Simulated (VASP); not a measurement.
# GaN (Fm-3m) in VASP: elastic constants with PBE

Aim: the elastic constants of GaN with PBE.

Program: VASP 6.6.1. These are calculated values, not measurements. Logs are shortened: lines on timing, memory, paths and dates and some standing lists are left out, and cuts for length are marked.

### Step 1. The cell of the first run

The structure is cubic, space group Fm-3m (No. 225). The conventional cell has a = 4.268 Å, b = 4.268 Å, c = 4.268 Å, α = 90.00°, β = 90.00°, γ = 90.00°. Ga (site symmetry m-3m) has 6 N at 2.13 Å within 2.8 Å. Within 2.8 Å of N (site symmetry m-3m) lie 6 Ga at 2.13 Å.

### Step 2. Elastic constants, PBE

The input, INCAR:

```
SYSTEM = GaN
PREC     = Accurate       ! precision mode
ENCUT    = 600            ! plane-wave cutoff, eV
EDIFF    = 1E-8           ! SCF threshold, eV
ISMEAR   = 0              ! smearing method
SIGMA    = 0.01           ! smearing width, eV
LREAL    = .FALSE.        ! projectors in reciprocal space
LASPH    = .TRUE.         ! aspherical terms in the spheres
NELM     = 80             ! most SCF steps
ALGO     = Normal         ! electronic algorithm
ISIF     = 3              ! what is computed and relaxed
LWAVE    = .FALSE.        ! write WAVECAR
LCHARG   = .FALSE.        ! write CHGCAR
GGA      = PE             ! functional
NBANDS   = 16             ! bands
IBRION   = 6              ! ionic algorithm
NFREE    = 2            
POTIM    = 0.015          ! step
NSW      = 1              ! ionic steps
```

The input, KPOINTS:

```
Automatic mesh
0
G
  14 14 14
  0 0 0
```

The input, POSCAR:

```
GaN
1.0
    0.0000000000      2.1339000000      2.1339000000
    2.1339000000      0.0000000000      2.1339000000
    2.1339000000      2.1339000000      0.0000000000
Ga N
1 1
Direct
    0.0000000000      0.0000000000      0.0000000000
    0.5000000000      0.5000000000      0.5000000000
```

Potentials or basis: VASP PAW PBE potentials, release 64 (Ga_d, N).

Command:

```
> cat potpaw_PBE.64/Ga_d/POTCAR potpaw_PBE.64/N/POTCAR > POTCAR
> mpirun -np 1 vasp_std > vasp.out
```

OUTCAR:

```text
SYSTEM = GaN
   PREC = Accurate
   ENCUT = 600
   EDIFF = 1E-8
   ISMEAR = 0
   LREAL = .FALSE.
   LASPH = .TRUE.
   NELM = 80
   ISIF = 3
   GGA = PE
   IBRION = 6
   NFREE = 2
   POTIM = 0.015
   NSW = 1

 ion  position               nearest neighbor table
   1  0.000  0.000  0.000-   2 2.13   2 2.13   2 2.13   2 2.13   2 2.13   2 2.13
   2  0.500  0.500  0.500-   1 2.13   1 2.13   1 2.13   1 2.13   1 2.13   1 2.13

  LATTYP: Found a face centered cubic cell.
 ALAT       =     4.2678000000

  Lattice vectors:

 A1 = (   0.0000000000,   2.1339000000,   2.1339000000)
 A2 = (   2.1339000000,   0.0000000000,   2.1339000000)
 A3 = (   2.1339000000,   2.1339000000,   0.0000000000)

Analysis of symmetry for initial positions (statically):
=====================================================================
 Subroutine PRICEL returns:
 Original cell was already a primitive cell.

 Routine SETGRP: Setting up the symmetry group for a
 face centered cubic supercell.

 Subroutine GETGRP returns: Found 48 space group operations
 (whereof 48 operations were pure point group operations)
 out of a pool of 48 trial point group operations.

The static configuration has the point symmetry O_h .

Analysis of symmetry for dynamics (positions and initial velocities):
=====================================================================
 Subroutine PRICEL returns:
 Original cell was already a primitive cell.

 Routine SETGRP: Setting up the symmetry group for a
 face centered cubic supercell.

 Subroutine GETGRP returns: Found 48 space group operations
 (whereof 48 operations were pure point group operations)
 out of a pool of 48 trial point group operations.

The dynamic configuration has the point symmetry O_h .

 Subroutine INISYM returns: Found 48 space group operations
 (whereof 48 operations are pure point group operations),
 and found     1 'primitive' translations

----------------------------------------------------------------------------------------

                                     Primitive cell

  volume of cell :      19.4336

  direct lattice vectors                    reciprocal lattice vectors
     0.000000000  2.133900000  2.133900000    -0.234312761  0.234312761  0.234312761
     2.133900000  0.000000000  2.133900000     0.234312761 -0.234312761  0.234312761
     2.133900000  2.133900000  0.000000000     0.234312761  0.234312761 -0.234312761

  length of vectors
     3.017790321  3.017790321  3.017790321     0.405841606  0.405841606  0.405841606

  position of ions in fractional coordinates (direct lattice)
     0.000000000  0.000000000  0.000000000
     0.500000000  0.500000000  0.500000000

  ion indices of the primitive-cell ions
   primitive index   ion index
                 1           1
                 2           2

----------------------------------------------------------------------------------------

 KPOINTS: Automatic mesh

Automatic generation of k-mesh.
 Grid dimensions read from file:
 generate k-points for:   14   14   14

 Generating k-lattice:

  Cartesian coordinates                     Fractional coordinates (reciprocal lattice)
    -0.016736626  0.016736626  0.016736626     0.071428571  0.000000000  0.000000000
     0.016736626 -0.016736626  0.016736626     0.000000000  0.071428571  0.000000000
     0.016736626  0.016736626 -0.016736626     0.000000000  0.000000000  0.071428571

  Length of vectors
     0.028988686  0.028988686  0.028988686

  Shift w.r.t. Gamma in fractional coordinates (k-lattice)
     0.000000000  0.000000000  0.000000000

 Subroutine IBZKPT returns following result:
 ===========================================

 Found    104 irreducible k-points:

[... 61 lines left out ...]
   EFERMI_NEDOS =   21; number of points for ismear=-14 and -15
   IALGO  =     38    algorithm
   IMIX   =      4    mixing-type and parameters
     AMIX     =   0.40;   BMIX     =  1.00
     AMIX_MAG =   1.60;   BMIX_MAG =  1.00
  volume/ion in A,a.u.               =       9.72        65.57
  Fermi-wavevector in a.u.,A,eV,Ry     =   1.595812  3.015647 34.648794  2.546615
  Thomas-Fermi vector in A             =   2.693672
   LORBIT       =      0    0 simple, 1 ext, 2 COOP (PROOUT), +10 PAW based schemes
   GGA     = PE    functional components
   LHFCALC =     F    Hartree Fock is set to
   AEXX    =    0.0000 exact exchange contribution
   IVDW    =     0    specifies the selected vdW correction
   LEPSILON=     F    determine dielectric tensor
   LRPA    =     F    only Hartree local field effects (RPA)
 finite differences with symmetry
 non-spin polarized calculation
 Gauss-broadening in eV      SIGMA  =   0.01
  energy-cutoff  :      600.00
  volume of cell :       19.43
 maximum number of plane-waves:       662
   NGX = 13   NGY = 13   NGZ = 13

--------------------------------------- Ionic step        1  -------------------------------------------

 number of electron      18.0000006 magnetization

 Free energy of the ion-electron system (eV)
  ---------------------------------------------------
  ext. energy  EPLUGINS =         0.00000000
  ---------------------------------------------------
  free energy    TOTEN  =       -11.20835262 eV

  energy without entropy =      -11.20835262  energy(sigma->0) =      -11.20835262

------------------------ aborting loop because EDIFF is reached ----------------------------------------

  FORCE on cell =-STRESS in cart. coord.  units (eV):
  Direction    XX          YY          ZZ          XY          YZ          ZX
  --------------------------------------------------------------------------------------
  -------------------------------------------------------------------------------------
  Total        0.0775094      0.0775094      0.0775094      0.0000000      0.0000000     -0.0000000
  in kB        6.3901787      6.3901787      6.3901787      0.0000000      0.0000000     -0.0000000
  external PRESSURE =       6.3901787 kB  Pullay stress =       0.0000000 kB
[... 89 lines left out ...]
  FREE ENERGIE OF THE ION-ELECTRON SYSTEM (eV)
  ---------------------------------------------------
  free  energy   TOTEN  =       -11.2025789566 eV

  energy  without entropy=      -11.2025789566  energy(sigma->0) =      -11.20257896

[... ionic steps 4 to 14 ...]

--------------------------------------- Ionic step       15  -------------------------------------------

 number of electron      18.0000003 magnetization

------------------------ aborting loop because EDIFF is reached ----------------------------------------
[... 67 lines left out ...]
--------------------------------------- Ionic step       17  -------------------------------------------

 number of electron      18.0000006 magnetization

 Free energy of the ion-electron system (eV)
  ---------------------------------------------------
  ext. energy  EPLUGINS =         0.00000000
  ---------------------------------------------------
  free energy    TOTEN  =       -11.20813184 eV

  energy without entropy =      -11.20813184  energy(sigma->0) =      -11.20813184

 E-fermi :   7.6281     XC(G=0): -12.9149

 val. band max:        7.5416958732   @ k =   0.0000  -0.2143   0.1429
 cond. band min:       7.9499375468   @ k =   0.5000   0.5000   0.0000
 fundamental gap:      0.4082416737
 Fermi energy:         7.6280585616

 k-point     1 :       0.0000    0.0000    0.0000
  band No.  band energies     occupation
      1      -9.4776      2.00000
      2      -6.4621      2.00000
      3      -6.4621      2.00000
      4      -6.4621      2.00000
      5      -6.3748      2.00000
      6      -6.3746      2.00000
[... 433 lines left out ...]
      3      -6.4632      2.00000
      4      -6.4349      2.00000
      5      -6.3071      2.00000
      6      -6.2951      2.00000
[... 8 lines left out ...]
     15      26.9188      0.00000
     16      27.9805      0.00000

 [... further k-points ...]

------------------------ aborting loop because EDIFF is reached ----------------------------------------

  FORCE on cell =-STRESS in cart. coord.  units (eV):
  Direction    XX          YY          ZZ          XY          YZ          ZX
  --------------------------------------------------------------------------------------
  -------------------------------------------------------------------------------------
  Total        0.0879655      0.0764866      0.0764866     -0.0000000      0.0000000      0.0000000
  in kB        7.2522129      6.3058553      6.3058553     -0.0000000      0.0000000      0.0000000
  external PRESSURE =       6.6213078 kB  Pullay stress =       0.0000000 kB
[... 17 lines left out ...]
  FREE ENERGIE OF THE ION-ELECTRON SYSTEM (eV)
  ---------------------------------------------------
  free  energy   TOTEN  =       -11.2081318435 eV

  energy  without entropy=      -11.2081318435  energy(sigma->0) =      -11.20813184

 INTERNAL STRAIN TENSORS FROM STRAINED CELLS
 ============================================

 INTERNAL STRAIN TENSOR FOR ION    1 for displacements in x,y,z  (eV/Angst):
          X           Y           Z          XY          YZ          ZX
  --------------------------------------------------------------------------------
  x     0.00000    -0.00000    -0.00000    -0.00000     0.00000    -0.00000
  y     0.00000     0.00000     0.00000     0.00000    -0.00000     0.00000
  z     0.00000     0.00000     0.00000    -0.00000     0.00000    -0.00000

 INTERNAL STRAIN TENSORS FROM DISPLACED ATOMS
 ============================================

 INTERNAL STRAIN TENSOR FOR ION    1 for displacements in x,y,z  (eV/Angst):
          X           Y           Z          XY          YZ          ZX
  --------------------------------------------------------------------------------
  x     0.00000     0.00000     0.00000     0.00000     0.00000     0.00000
  y     0.00000     0.00000     0.00000     0.00000     0.00000     0.00000
  z     0.00000     0.00000     0.00000     0.00000     0.00000     0.00000

 INTERNAL STRAIN TENSOR FOR ION    2 for displacements in x,y,z  (eV/Angst):
          X           Y           Z          XY          YZ          ZX
  --------------------------------------------------------------------------------
  x     0.00000     0.00000     0.00000     0.00000     0.00000     0.00000
  y     0.00000     0.00000     0.00000     0.00000     0.00000     0.00000
  z     0.00000     0.00000     0.00000     0.00000     0.00000     0.00000

 Eigenvectors and eigenvalues of the dynamical matrix
 ----------------------------------------------------

   1 f  =    6.435532 THz    40.435638 2PiTHz  214.666231 cm-1    26.615209 meV
             X         Y         Z           dx          dy          dz
      0.000000  0.000000  0.000000     0.000000    0.409873    0.000000
      2.133900  2.133900  2.133900     0.000000   -0.912143    0.000000
[... 21 lines left out ...]
   6 f/i=    0.006613 THz     0.041550 2PiTHz    0.220582 cm-1     0.027349 meV
             X         Y         Z           dx          dy          dz
      0.000000  0.000000  0.000000     0.000000    0.000000    0.912143
      2.133900  2.133900  2.133900     0.000000    0.000000    0.409873

--------------------------------------------------------------------------------------------------------

 ELASTIC MODULI CONTR FROM IONIC RELAXATION (kBar)
 Direction    XX          YY          ZZ          XY          YZ          ZX
 --------------------------------------------------------------------------------
 XX           0.0000      0.0000      0.0000      0.0000      0.0000      0.0000
 YY           0.0000      0.0000      0.0000      0.0000      0.0000      0.0000
 ZZ           0.0000      0.0000      0.0000      0.0000      0.0000      0.0000
 XY           0.0000      0.0000      0.0000      0.0000      0.0000      0.0000
 YZ           0.0000      0.0000      0.0000      0.0000      0.0000      0.0000
 ZX           0.0000      0.0000      0.0000      0.0000      0.0000      0.0000
 --------------------------------------------------------------------------------

 TOTAL ELASTIC MODULI (kBar)
 Direction    XX          YY          ZZ          XY          YZ          ZX
 --------------------------------------------------------------------------------
 XX        3189.9652   1569.8189   1569.8189     -0.0000      0.0000      0.0000
 YY        1569.8189   3189.9652   1569.8189     -0.0000      0.0000      0.0000
 ZZ        1569.8189   1569.8189   3189.9652     -0.0000      0.0000     -0.0000
 XY          -0.0000     -0.0000     -0.0000   2045.7418      0.0000     -0.0000
 YZ           0.0000      0.0000      0.0000      0.0000   2045.7418      0.0000
 ZX           0.0000      0.0000     -0.0000     -0.0000      0.0000   2045.7418
 --------------------------------------------------------------------------------
```

Wall time 26 min (1 thread of Oxide Virtual Turin-like, shared host); peak memory 0.51 GiB.

Results:

```
Elastic constants C11, C12, C44                         : 319, 157, 205 GPa
Voigt bulk modulus                                      : 211 GPa
Highest phonon frequency at Γ, LO-TO splitting left out : 215 cm⁻¹
```

Phonon frequencies in cm⁻¹ (negative: imaginary):
```tsv
q point	frequencies
(0.000, 0.000, 0.000)	0 0 0 215 215 215
```

Elastic tensor in Voigt notation (GPa, in the Cartesian axes of the cell as first typed):
```
319 157 157   0   0   0
157 319 157   0   0   0
157 157 319   0   0   0
  0   0   0 205   0   0
  0   0   0   0 205   0
  0   0   0   0   0 205
```

Clamped-ion elastic tensor (GPa):
```
319 157 157   0   0   0
157 319 157   0   0   0
157 157 319   0   0   0
  0   0   0 205   0   0
  0   0   0   0 205   0
  0   0   0   0   0 205
```
